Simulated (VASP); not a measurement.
Runs of VASP 6.6.1 on Sb. The structure is that of space group Fm-3m (No. 225), or close to it. The cells are those of the table. 

```tsv
task	cell	k mesh	cutoff (eV)	gap on the mesh (eV)	pressure (GPa)
relaxation of cell and atoms	relaxed from a = 3.375 Å, angles 60.0°, 1 atom	11 × 11 × 11	500	none	0.0
single point	a = 3.412 Å, angles 60.0°, 1 atom	11 × 11 × 11	500	none	-0.2
single point	a = 3.457 Å, angles 60.0°, 1 atom	13 × 13 × 13	520	none	-2.0
single point	a = 3.543 Å, angles 60.0°, 1 atom	13 × 13 × 13	520	none	-4.7
single point	a = 3.412 Å, angles 60.0°, 1 atom	13 × 13 × 13	520	none	(a)
```

Alike in all rows: level RPBE; potentials or basis VASP PAW PBE potentials, release 64 (Sb); no spin polarisation; smearing fermi-dirac 0.1 eV.

Q: Estimate the missing entries.

A: (a) -0.1.

Caveats: the PAW data sets were made with another functional, which shifts forces and pressure a little; spin-orbit coupling is left out, which moves the levels of the heavy elements.

A k mesh can miss the band edges, and the runs leave out spin-orbit coupling on Sb.

A gap of «none» marks levels without a gap at the run's occupations.
